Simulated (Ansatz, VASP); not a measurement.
## One calculation of GaAs, two programs

The input INCAR:

```
PREC = Accurate ; ENCUT = 600
EDIFF = 1E-6 ; ISMEAR = -1
SIGMA = 0.02 ; LREAL = False
LASPH = True ; NELM = 120
ALGO = Normal ; ISIF = 2
LWAVE = False ; LCHARG = True
GGA = PE ; LELF = True
LVHAR = True ; NBANDS = 21
GGA_COMPAT = False
```

The input KPOINTS:

```
Automatic mesh
0
Gamma
  8 8 8
```

The input POSCAR:

```
GaAs
1.0
    0.0000000000      2.8330850955      2.8614159464
    2.8330850955      0.0000000000      2.8614159464
    2.8330850955      2.8330850955      0.0000000000
Ga As
1 1
Direct
    0.0000000000      0.0000000000      0.0000000000
    0.2500000000      0.2500000000      0.2500000000
```

Input for Ansatz:

```yaml
crystal:
  lattice:
    - [0.0, 2.8330850955, 2.8614159464]
    - [2.8330850955, 0.0, 2.8614159464]
    - [2.8330850955, 2.8330850955, 0.0]
  atoms:
    - { symbol: Ga, position: [0.0, 0.0, 0.0] }
    - { symbol: As, position: [0.25, 0.25, 0.25] }
kpoints:
  mp_grid: { grid: [8, 8, 8] }
  band_path:
    path:
      - [0.0, 0.0, 0.0]
      - [-0.5, -0.5, 0.0]
      - [-0.375, -0.375, 0.25]
      - [-0.375, 0.0, 0.375]
      - [0.0, 0.0, 0.5]
      - [-0.5, -0.25, 0.25]
    npoints: 1
hamiltonian:
  xc: pbe
scf:
  occupations: { method: fermi_dirac, width: 0.02 }
  n_extra_bands: 4
output:
  forces: true
  stress: true
  eigenvalues: true
```

Change from the starting cell: uniaxial_z strain +1.0%.

Alike in both runs: task single point; functional PBE; k mesh 8 × 8 × 8; occupations fermi-dirac, width 0.02 eV; no spin polarisation.

|  | VASP | Ansatz |
| --- | --- | --- |
| version | VASP 6.6.1 | Ansatz 0.2.0 |
| potentials or method | VASP PAW PBE potentials, release 64 (Ga_d, As_d) | plane waves, PAW |
| plane-wave cutoff (eV) | 600 | 420 |
| valence electrons in the cell | 28 | 28 |

Ansatz gave:

```
pressure (GPa)                                                : 2.1
traceless stress, the component that is largest in VASP (GPa) : -0.40
```

Q: Estimate VASP's values.

A: Pressure (GPa): 2.0; traceless stress, the component that is largest in VASP (GPa): -0.40.
